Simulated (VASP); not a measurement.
# BaTiO3 (P4/mmm) in VASP: further runs, part 2 of 2

VASP 6.6.1. Earlier steps stand in the parts before.

## Step 3: Relaxation of the atoms, PBE (z stretched by +2 %)

Input file INCAR:

```
SYSTEM = BaTiO3
PREC = Accurate
ENCUT = 520
EDIFF = 1E-6
ISMEAR = -1
SIGMA = 0.02
LREAL = .False.
LASPH = .True.
NELM = 60
ALGO = Normal
ISIF = 2
LWAVE = .False.
LCHARG = .False.
GGA = PE
IBRION = 2
NSW = 80
EDIFFG = -0.02
```

Input file KPOINTS:

```
regular mesh
0
Gamma
  8 8 8
  0 0 0
```

Input file POSCAR:

```
BaTiO3
1.0
    4.0060000000      0.0000000000      0.0000000000
    0.0000000000      4.0060000000      0.0000000000
    0.0000000000      0.0000000000      4.0861200000
Ba Ti O
1 1 3
Direct
    0.5000000000      0.5000000000      0.5000000000
    0.0000000000      0.0000000000      0.0000000000
    0.5000000000      0.0000000000      0.0000000000
    0.0000000000      0.5000000000      0.0000000000
    0.0000000000      0.0000000000      0.5000000000
```

Potentials or basis: VASP PAW PBE potentials, release 64 (Ba_sv, Ti_sv, O).

On the command line:

```bash
cat potpaw_PBE.64/Ba_sv/POTCAR potpaw_PBE.64/Ti_sv/POTCAR potpaw_PBE.64/O/POTCAR > POTCAR
mpirun -np 1 vasp_std > vasp.out
```

OUTCAR:

```text
SYSTEM = BaTiO3
   PREC = Accurate
   ENCUT = 520
   EDIFF = 1E-6
   ISMEAR = -1
   LREAL = .False.
   LASPH = .True.
   NELM = 60
   ISIF = 2
   GGA = PE
   IBRION = 2
   NSW = 80
   EDIFFG = -0.02

 ion  position               nearest neighbor table
   1  0.500  0.500  0.500-   5 2.83   5 2.83   5 2.83   5 2.83   4 2.86   3 2.86   4 2.86   3 2.86
                             4 2.86   3 2.86   4 2.86   3 2.86   2 3.49   2 3.49   2 3.49   2 3.49
   2  0.000  0.000  0.000-   3 2.00   4 2.00   4 2.00   3 2.00   5 2.04   5 2.04   1 3.49   1 3.49
                             1 3.49   1 3.49   1 3.49   1 3.49   1 3.49   1 3.49
   3  0.500  0.000  0.000-   2 2.00   2 2.00   1 2.86   1 2.86   1 2.86   1 2.86
   4  0.000  0.500  0.000-   2 2.00   2 2.00   1 2.86   1 2.86   1 2.86   1 2.86
   5  0.000  0.000  0.500-   2 2.04   2 2.04   1 2.83   1 2.83   1 2.83   1 2.83

  LATTYP: Found a simple tetragonal cell.
 ALAT       =     4.0060000000
 C/A-ratio  =     1.0200000000

  Lattice vectors:

 A1 = (   4.0060000000,   0.0000000000,   0.0000000000)
 A2 = (   0.0000000000,   4.0060000000,   0.0000000000)
 A3 = (   0.0000000000,   0.0000000000,   4.0861200000)

Analysis of symmetry for initial positions (statically):
=====================================================================
 Subroutine PRICEL returns:
 Original cell was already a primitive cell.

 Routine SETGRP: Setting up the symmetry group for a
 simple tetragonal supercell.

 Subroutine GETGRP returns: Found 16 space group operations
 (whereof 16 operations were pure point group operations)
 out of a pool of 16 trial point group operations.

The static configuration has the point symmetry D_4h.

Analysis of symmetry for dynamics (positions and initial velocities):
=====================================================================
 Subroutine PRICEL returns:
 Original cell was already a primitive cell.

 Routine SETGRP: Setting up the symmetry group for a
[... 133 lines left out ...]
  volume/ion in A,a.u.               =      13.11        88.50
  Fermi-wavevector in a.u.,A,eV,Ry     =   1.388408  2.623711 26.227641  1.927677
  Thomas-Fermi vector in A             =   2.512537
   LORBIT       =      0    0 simple, 1 ext, 2 COOP (PROOUT), +10 PAW based schemes
   GGA     = PE    functional components
   LHFCALC =     F    Hartree Fock is set to
   AEXX    =    0.0000 exact exchange contribution
   IVDW    =     0    specifies the selected vdW correction
   LEPSILON=     F    determine dielectric tensor
   LRPA    =     F    only Hartree local field effects (RPA)
 conjugate gradient relaxation of ions
 non-spin polarized calculation
  energy-cutoff  :      520.00
  volume of cell :       65.57
 maximum number of plane-waves:      1795
 NGX is ok and might be reduce to    30
   NGX = 15   NGY = 15   NGZ = 15

 number of electron      39.9999982 magnetization

 Free energy of the ion-electron system (eV)
  ---------------------------------------------------
  ext. energy  EPLUGINS =         0.00000000
  ---------------------------------------------------
  free energy    TOTEN  =       -39.97672639 eV

  energy without entropy =      -39.97672639  energy(sigma->0) =      -39.97672639

 E-fermi :   4.0742     XC(G=0): -11.1421

 val. band max:        3.6897178888   @ k =   0.5000   0.5000   0.5000
 cond. band min:       5.3511393517   @ k =   0.0000   0.0000   0.0000
 fundamental gap:      1.6614214629
 Fermi energy:         4.0742369316

 k-point     1 :       0.0000    0.0000    0.0000
  band No.  band energies     occupation
      1     -53.0684      2.00000
      2     -29.2693      2.00000
      3     -29.2693      2.00000
      4     -29.2655      2.00000
      5     -21.2052      2.00000
      6     -13.1896      2.00000
[... 637 lines left out ...]
     23       7.1251      0.00000
     24       7.9901      0.00000

 [... further k-points ...]

------------------------ aborting loop because EDIFF is reached ----------------------------------------

  FORCE on cell =-STRESS in cart. coord.  units (eV):
  Direction    XX          YY          ZZ          XY          YZ          ZX
  --------------------------------------------------------------------------------------
  -------------------------------------------------------------------------------------
  Total        0.5354477      0.5354477     -0.8625704      0.0000000     -0.0000000      0.0000000
  in kB       13.0826170     13.0826170    -21.0752194      0.0000000     -0.0000000      0.0000000
  external PRESSURE =       1.6966715 kB  Pullay stress =       0.0000000 kB

 VOLUME and BASIS-vectors are now :
 -----------------------------------------------------------------------------
  energy-cutoff  :      520.00
  volume of cell :       65.57
      direct lattice vectors                 reciprocal lattice vectors
     4.006000000  0.000000000  0.000000000     0.249625562  0.000000000  0.000000000
     0.000000000  4.006000000  0.000000000     0.000000000  0.249625562  0.000000000
     0.000000000  0.000000000  4.086120000     0.000000000  0.000000000  0.244730943

 POSITION                                       TOTAL-FORCE (eV/Angst)
 -----------------------------------------------------------------------------------
      2.00300      2.00300      2.04306         0.000000      0.000000      0.000000
      0.00000      0.00000      0.00000         0.000000      0.000000      0.000000
      2.00300      0.00000      0.00000         0.000000      0.000000      0.000000
      0.00000      2.00300      0.00000         0.000000      0.000000      0.000000
      0.00000      0.00000      2.04306         0.000000      0.000000      0.000000
 -----------------------------------------------------------------------------------
    total drift:                               -0.000000     -0.000000      0.000000

  FREE ENERGIE OF THE ION-ELECTRON SYSTEM (eV)
  ---------------------------------------------------
  free  energy   TOTEN  =       -39.9767263861 eV

  energy  without entropy=      -39.9767263861  energy(sigma->0) =      -39.97672639

 reached required accuracy - stopping structural energy minimisation
```

CONTCAR:

```text
BaTiO3
   1.00000000000000
     4.0060000000000002    0.0000000000000000    0.0000000000000000
     0.0000000000000000    4.0060000000000002    0.0000000000000000
     0.0000000000000000    0.0000000000000000    4.0861200000000002
  Ba              Ti              O
     1     1     3
Direct
     0.5000000000000000    0.5000000000000000    0.5000000000000000
     0.0000000000000000    0.0000000000000000    0.0000000000000000
     0.5000000000000000    0.0000000000000000    0.0000000000000000
     0.0000000000000000    0.5000000000000000    0.0000000000000000
     0.0000000000000000    0.0000000000000000    0.5000000000000000

  0.00000000E+00  0.00000000E+00  0.00000000E+00
  0.00000000E+00  0.00000000E+00  0.00000000E+00
  0.00000000E+00  0.00000000E+00  0.00000000E+00
  0.00000000E+00  0.00000000E+00  0.00000000E+00
  0.00000000E+00  0.00000000E+00  0.00000000E+00
```

It took 2 min on 1 thread of Oxide Virtual Turin-like, shared host; peak memory 0.23 GiB.

Results:

| Quantity | Value |
| --- | --- |
| Free energy | -39.9767 eV |
| Pressure after relaxing | 0.2 GPa |
| Band gap on the k mesh | 1.66 eV (least direct gap 1.85 eV) |

Final structure:
```xyz
5
Lattice="4.0060 0.0000 0.0000 0.0000 4.0060 0.0000 0.0000 0.0000 4.0861" Properties=species:S:1:pos:R:3 pbc="T T T"
Ba    2.0030    2.0030    2.0431
Ti    0.0000    0.0000    0.0000
O     2.0030    0.0000    0.0000
O     0.0000    2.0030    0.0000
O     0.0000    0.0000    2.0431
```

Levels at points of the mesh, in eV from the valence-band top:
| k point | band 17 | band 18 | band 19 | band 20 | band 21 | band 22 | band 23 | band 24 |
| --- | --- | --- | --- | --- | --- | --- | --- | --- |
| (0.00, 0.00, 0.00) | -1.06 | -0.21 | -0.18 | -0.18 | 1.66 | 1.66 | 1.70 | 3.65 |
| (0.50, 0.00, 0.00) | -1.90 | -1.87 | -0.76 | -0.73 | 1.82 | 3.40 | 3.41 | 3.69 |
| (0.50, 0.50, 0.00) | -1.74 | -0.80 | -0.80 | -0.08 | 3.40 | 3.40 | 3.83 | 4.42 |
| (0.00, 0.00, 0.50) | -1.69 | -1.69 | -0.73 | -0.73 | 1.83 | 3.24 | 3.24 | 3.80 |
| (0.50, 0.00, 0.50) | -1.76 | -0.97 | -0.96 | -0.14 | 3.25 | 3.41 | 3.73 | 4.61 |
| (0.50, 0.50, 0.50) | -2.38 | -0.04 | -0.04 | 0.00 | 3.97 | 3.97 | 4.06 | 6.56 |

Caveat: the cell differs from its parent crystal (z stretched by +2 %); the relaxation stopped at its first step, so nothing moved; spin-orbit coupling is left out, which moves the levels of the heavy elements.
